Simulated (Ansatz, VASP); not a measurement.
# One calculation of In, two programs

```
CELL_PARAMETERS angstrom
-1.64822 1.69734 2.52498
1.69734 -1.64822 2.52498
1.60436 1.60436 -2.49270
ATOMIC_POSITIONS crystal
In 0.00000 0.00000 0.00000
```

Alike in both runs: task single point; functional PBE; k mesh 18 × 18 × 22; occupations fermi-dirac, width 0.1 eV; no spin polarisation.

|  | VASP | Ansatz |
| --- | --- | --- |
| version | VASP 6.6.1 | Ansatz 0.2.0 |
| potentials or method | VASP PAW PBE potentials, release 64 (In_d), cutoff 520 eV | plane waves (420 eV) with PAW, scalar-relativistic |
| valence electrons in the cell | 13 | 13 |

|  | VASP | Ansatz | Ansatz less VASP |
| --- | --- | --- | --- |
| pressure (GPa) | 0.0 | 0.0 | +0.04 |
| traceless stress, the component that is largest in VASP (GPa) | -0.12 | -0.12 | 0.000 |
